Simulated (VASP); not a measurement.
Write the native input for VASP 6.6.1 that does the following.

```
Task                   : electric field gradients
Functional             : LDA
Potentials or basis    : VASP PAW LDA potentials, release 64 (V_sv, H)
Cutoff                 : 520 eV
k mesh                 : 11 × 11 × 11
Occupations            : fermi-dirac, width 0.05 eV
Spin                   : collinear spin, ferromagnetic start
Starting moments       : [1.5, 0.0, 0.0] μB
Dipole correction      : no
Further INCAR settings : ALGO = Normal; EDIFF = 1e-08; NBANDS = 18
```

The structure of VH2 lies in POSCAR:

```
VH2
1.0
    0.0000000000      2.1355000000      2.1355000000
    2.1355000000      0.0000000000      2.1355000000
    2.1355000000      2.1355000000      0.0000000000
V H
1 2
Direct
   -0.1425000000      0.0475000000      0.0475000000
    0.3925000000      0.2025000000      0.2025000000
    0.7500000000      0.7500000000      0.7500000000
```

This cell differs from its parent crystal: shortest bond scaled by 0.62.

The input as run:

INCAR

```
SYSTEM = VH2
PREC = Accurate ; ENCUT = 520
EDIFF = 1E-8 ; ISMEAR = -1
SIGMA = 0.05 ; LREAL = .False.
LASPH = .True. ; NELM = 150
ALGO = Normal ; ISIF = 2
LWAVE = .False. ; LCHARG = .False.
ISPIN = 2 ; MAGMOM = 1.5 0 0
LORBIT = 11 ; LMAXMIX = 4
GGA = CA ; LEFG = .True.
NBANDS = 18
```

KPOINTS

```
regular mesh
0
Gamma
  11 11 11
  0 0 0
```

Potentials or basis: VASP PAW LDA potentials, release 64 (V_sv, H).

The run is started by

```sh
$ cat potpaw_LDA.64/V_sv/POTCAR potpaw_LDA.64/H/POTCAR > POTCAR
$ mpirun -np 1 vasp_std > vasp.out
```

It gave:

```json
{
  "Pressure": "32.5 GPa",
  "Largest force": "18.556 eV/Å",
  "Net moment": "0.00 μB per cell",
  "Largest electric field gradient by atom": "V -64.1; H +58.8, -7.9 V/Å²",
  "Valence electrons inside the program's atomic spheres": "V 12.04; H 0.82, 0.60"
}
```

Caveat: the cell differs from its parent crystal (shortest bond scaled by 0.62); atoms lie so close that the PAW spheres overlap strongly, which falsifies energies and pressures; the cell stands under pressure; without QUAD_EFG the Cq values of the log hold for a quadrupole moment of 1 mb, not for the nuclei; forces of over 1 eV/Å act on the atoms, so gaps and moduli don't describe the material at rest.

Run time: 55 s on 1 thread of Intel(R) Xeon(R) Platinum 8259CL CPU @ 2.50GHz (Skylake/Cascade Lake), on a shared host, peak memory 0.19 GiB.
